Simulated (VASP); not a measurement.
A run of VASP 6.6.1:

File INCAR:

```
PREC = Accurate
ENCUT = 520
EDIFF = 1E-7
ISMEAR = 0
SIGMA = 0.05
LREAL = F
LASPH = T
NELM = 100
ALGO = Normal
ISIF = 2
LWAVE = F
LCHARG = F
GGA = CA
NBANDS = 35
```

The input KPOINTS:

```
Automatic mesh
0
Gamma
  6 6 10
```

The input POSCAR:

```
SnO2
1.0
    4.4557118384      0.0000000000      0.0000000000
    0.0000000000      4.4562592019      0.0000000000
    0.0000000000      0.0000000000      3.0103032507
Sn O
2 4
Direct
    0.5000000000      0.5000000000      0.5000000000
    0.0000000000      0.0000000000      0.0000000000
    0.2496450738      0.3611170764      0.0000000000
    0.7496450738      0.1388829236      0.5000000000
    0.2503549262      0.8611170764      0.5000000000
    0.7503549262      0.6388829236      0.0000000000
```

Potentials or basis: VASP PAW LDA potentials, release 64 (Sn_d, O).

Launch:

```sh
$ cat potpaw_LDA.64/Sn_d/POTCAR potpaw_LDA.64/O/POTCAR > POTCAR
$ mpirun -np 1 vasp_std > vasp.out
```

Hardware: 1 thread of Intel Xeon 6975P-C (shared host).

Task: How long does it take, and how much memory?

Result: Wall time 3.1 min on 1 thread of Intel Xeon 6975P-C, with other jobs on the host, peak memory 0.26 GiB. Counts: scf iterations 15, k points 96.
